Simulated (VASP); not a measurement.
Tl, 1 atom in the cell. It takes space group Im-3m (No. 229, cubic). Conventional cell: a = 3.882 Å, b = 3.882 Å, c = 3.882 Å, α = 90.00°, β = 90.00°, γ = 90.00°. Within 4.4 Å of Tl (site symmetry m-3m) lie 14 Tl at 3.36 to 3.88 Å. 

- Program: VASP 6.6.1
- Task: single point
- Functional: LDA
- Potentials or basis: VASP PAW LDA potentials, release 64 (Tl_d)
- Cutoff: 520 eV
- k mesh: 5 × 5 × 5
- Occupations: gaussian, width 0.15 eV
- Spin: no spin polarisation
- Dipole correction: no
- Further INCAR settings: ALGO = Normal; EDIFF = 1e-07; NBANDS = 12

Potentials or basis: VASP PAW LDA potentials, release 64 (Tl_d).

The run is started by

```sh
$ cat potpaw_LDA.64/Tl_d/POTCAR > POTCAR
$ mpirun -np 1 vasp_std > vasp.out
```

Hardware: 1 thread of Intel Xeon 8259CL, on a shared host.

Q: How long does it take, and how much memory?

A: Wall time 12 s on 1 thread of Intel Xeon 8259CL, with other jobs on the host, peak memory 0.13 GiB. Counts: scf iterations 11, k points 10.
